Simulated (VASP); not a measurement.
The system is K2SiB2.

```
CELL_PARAMETERS angstrom
3.58844 0.00000 0.00000
-1.79422 3.10768 0.00000
0.00000 0.00000 9.96830
ATOMIC_POSITIONS crystal
K 0.66667 0.33333 0.28110
K 0.33333 0.66667 0.71890
Si 0.00000 0.00000 0.00000
B 0.66667 0.33333 0.94035
B 0.33333 0.66667 0.05965
```

```yaml
Program: VASP 6.6.1
Task: relaxation of cell and atoms
Functional: PBE
Potentials_or_basis: VASP PAW PBE potentials, release 64 (K_sv, Si, B)
Cutoff: 600 eV
k_mesh: 12 × 12 × 4
Occupations: gaussian, width 0.1 eV
Spin: no spin polarisation
```

At the start: pressure 0.5 GPa; volume 22.23 Å³/atom.

Q: How do energy, volume and symmetry change on relaxing?

A: Over 18 steps the energy falls by 7.5 meV/atom and the volume is 22.80 Å³/atom (+2.6 %); space group P-3m1 (No. 164, to 0.05 Å).

Step by step:
| step | energy change (eV) | largest force (eV/Å) | pressure (GPa) | volume (Å³) |
| --- | --- | --- | --- | --- |
| 1 | 0.0000 | 0.1099 | 0.48 | 111.16 |
| 2 | -0.0033 | 0.1466 | 0.08 | 112.23 |
| 3 | -0.0042 | 0.1757 | -0.26 | 113.17 |
| 4 | -0.0071 | 0.1941 | -0.31 | 113.43 |
| 5 | -0.0163 | 0.1977 | -0.47 | 114.20 |
| 6 | -0.0265 | 0.1162 | -0.80 | 115.76 |
| 7 | -0.0310 | 0.1033 | -0.57 | 115.24 |
| 8 | -0.0353 | 0.0643 | 0.00 | 113.96 |
| 9 | -0.0354 | 0.0673 | -0.04 | 114.05 |
| 10 | -0.0361 | 0.0545 | -0.04 | 113.98 |
| 11 | -0.0369 | 0.0187 | -0.04 | 113.79 |
| 12 | -0.0370 | 0.0152 | 0.01 | 113.69 |
| 13 | -0.0371 | 0.0117 | 0.07 | 113.57 |
| 14 | -0.0371 | 0.0104 | 0.05 | 113.64 |
| 15 | -0.0373 | 0.0103 | 0.01 | 113.88 |
| 16 | -0.0372 | 0.0246 | -0.09 | 114.34 |
| 17 | -0.0373 | 0.0104 | -0.02 | 114.02 |
| 18 | -0.0374 | 0.0092 | 0.01 | 114.00 |

Final structure:
```
CELL_PARAMETERS angstrom
3.63400 0.00000 0.00000
-1.81700 3.14713 0.00000
0.00000 0.00000 9.96833
ATOMIC_POSITIONS crystal
K 0.66667 0.33333 0.27764
K 0.33333 0.66667 0.72236
Si 0.00000 0.00000 0.00000
B 0.66667 0.33333 0.95276
B 0.33333 0.66667 0.04724
```
